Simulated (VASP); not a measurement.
Here is a VASP 6.6.1 calculation.

INCAR

```
SYSTEM = CoO
  PREC = Accurate
  ENCUT = 520
  EDIFF = 1E-7
  ISMEAR = 0
  SIGMA = 0.05
  LREAL = .False.
  LASPH = .True.
  NELM = 150
  ALGO = Normal
  ISIF = 2
  LWAVE = .False.
  LCHARG = .False.
  ISPIN = 2
  MAGMOM = 2.88 0.26
  LORBIT = 11
  LMAXMIX = 4
  LDAU = .True.
  LDAUTYPE = 2
  LDAUL = 2 -1
  LDAUU = 3.3 0
  LDAUJ = 0 0
  LDAUPRINT = 1
  GGA = B5
  ALDAX = 1.0
  AGGAX = 1.0
  AGGAC = 1.0
  ALDAC = 0.0
  NBANDS = 18
```

Contents of KPOINTS:

```
regular mesh
0
Gamma
  10 10 10
  0 0 0
```

POSCAR

```
CoO
1.0
    0.0000000000      2.1913515351      2.1913515351
    2.1913515351      0.0000000000      2.1913515351
    2.1913515351      2.1913515351      0.0000000000
Co O
1 1
Direct
    0.0000000000      0.0000000000      0.0000000000
    0.5000000000      0.5000000000      0.5000000000
```

Potentials or basis: VASP PAW PBE potentials, release 64 (Co, O).

Launch:

```sh
$ cat potpaw_PBE.64/Co/POTCAR potpaw_PBE.64/O/POTCAR > POTCAR
$ mpirun -np 1 vasp_std > vasp.out
```

Predict the pressure.

-7.8 GPa.

Estimate the net moment.

3.00 μB per cell.

Estimate the band gap on the k mesh.

zero (filled and empty bands overlap).

Eigenvalues of the final occupation matrices:
| site | spin | trace | eigenvalues |
| --- | --- | --- | --- |
| site 1 d | 1 | 4.91 | 0.97 0.97 0.97 1.00 1.00 |
| site 1 d | 2 | 2.23 | 0.13 0.13 0.66 0.66 0.66 |

Caveat: the cell stands under tension; the PAW data sets were made with another functional, which shifts forces and pressure a little; a cell with one magnetic atom can't hold antiferromagnetic order, which such compounds often take. The state reached can hang on the start; a lower one may exist.
